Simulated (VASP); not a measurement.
Set up this calculation in VASP 6.6.1, as the native input.

```
Task                   : single point
Functional             : LDA
Potentials or basis    : VASP PAW LDA potentials, release 64 (Ca_sv, O)
Cutoff                 : 520 eV
k mesh                 : 8 × 8 × 8
Occupations            : gaussian, width 0.01 eV
Spin                   : no spin polarisation
Dipole correction      : no
Further INCAR settings : ALGO = Normal; EDIFF = 1e-06; NBANDS = 15
```

The structure of CaO lies in POSCAR:

```
CaO
1.0
    2.3312020207      2.3312020207      0.0000000000
   -2.3312020207      2.3312020207      0.0000000000
    0.0000000000      2.3312020207      2.3312020207
Ca O
1 1
Direct
    0.0000000000      0.0000000000      0.0000000000
    0.5000000000      0.5000000000      0.0000000000
```

These files were run (other wordings do the same):

INCAR

```
SYSTEM = CaO
PREC = Accurate ; ENCUT = 520
EDIFF = 1E-6 ; ISMEAR = 0
SIGMA = 0.01 ; LREAL = .False.
LASPH = .True. ; NELM = 80
ALGO = Normal ; ISIF = 2
LWAVE = .False. ; LCHARG = .True.
LELF = .True. ; LVHAR = .True.
NBANDS = 15
```

KPOINTS

```
Automatic mesh
0
Gamma
  8 8 8
  0 0 0
```

Potentials or basis: VASP PAW LDA potentials, release 64 (Ca_sv, O).

Launch:

```sh
$ cat potpaw_LDA.64/Ca_sv/POTCAR potpaw_LDA.64/O/POTCAR > POTCAR
$ mpirun -np 1 vasp_std > vasp.out
```

Results of the run:

```yaml
Pressure: 5.1 GPa
Band_gap_on_the_k_mesh: 3.39 eV, indirect (least direct gap 3.74 eV)
```

Run time: 11 s on 1 thread of Intel(R) Xeon(R) Platinum 8559C (Emerald Rapids) (shared host), peak memory 0.14 GiB.
